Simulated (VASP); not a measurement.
Runs of VASP 6.6.1 on Zr3S2. The structure is that of space group P6/mmm (No. 191), or close to it. The cells are those of the table. The cell was built from a structure type or drawn by symmetry, and may not be a known phase.

```tsv
task	spin	cell	k mesh	cutoff (eV)	gap on the mesh (eV)	pressure (GPa)
single point	off	a = 4.984, b = 4.984, c = 4.868 Å, angles 90.0, 90.0, 120.0°, 5 atoms	6 × 6 × 4	520	none	0.0
relaxation of cell and atoms	off	relaxed from a = 4.701, b = 4.701, c = 6.300 Å, angles 90.0, 90.0, 120.0°, 5 atoms	6 × 6 × 4	600	none	0.0
single point	collinear	a = 4.984, b = 4.984, c = 4.868 Å, angles 90.0, 90.0, 120.0°, 5 atoms	6 × 6 × 4	520	none	0.1
single point	off	a = 4.988, b = 4.988, c = 4.862 Å, angles 90.0, 90.0, 120.0°, 5 atoms	12 × 12 × 8	520	none	0.0
single point	off	a = 4.701, b = 4.701, c = 6.300 Å, angles 90.0, 90.0, 120.0°, 5 atoms	6 × 6 × 4	520	none	(a)
```

Alike in all rows: level PBE; potentials or basis VASP PAW PBE potentials, release 64 (Zr_sv, S); smearing gaussian 0.1 eV.

Q: Estimate the missing entries.

A: (a) -4.2.

Caveats: a cell axis changed by over 15 % at a fixed basis, so the end point is rough (at least some runs); the cell stands under tension (at least some runs).

A k mesh can miss the band edges, and the runs leave out spin-orbit coupling on Zr.

A gap of «none» marks levels without a gap at the run's occupations.
